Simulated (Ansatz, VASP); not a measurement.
**Two plane-wave programs on Ge**

```xyz
2
Lattice="-2.5745 2.5745 1.3974 2.5745 -2.5745 1.3974 2.5745 2.5745 -1.3974" Properties=species:S:1:pos:R:3 pbc="T T T"
Ge    2.5745    0.0000    0.6987
Ge    0.0000   -0.0200    1.3974
```

Alike in both runs: task single point; functional LDA; k mesh 7 × 7 × 7; no spin polarisation.

|  | VASP | Ansatz |
| --- | --- | --- |
| version | VASP 6.6.1 | Ansatz 0.2.0 |
| potentials or method | VASP PAW LDA potentials, release 64 (Ge_d), cutoff 520 eV | plane waves, PAW |
| occupations | methfessel-paxton of order 1, width 0.1 eV | cold |
| valence electrons in the cell | 28 | 28 |

```csv
,VASP,Ansatz,Ansatz less VASP
rms of the force components (eV/Å),0.028,0.030,+0.0026
```

LDA's correlation is that of Perdew and Zunger in VASP and of Perdew and Wang (1992) in Ansatz. Atom by atom the forces differ by 0.003 eV/Å (rms over components).

The k mesh is coarse, so the values compare programs but aren't converged.
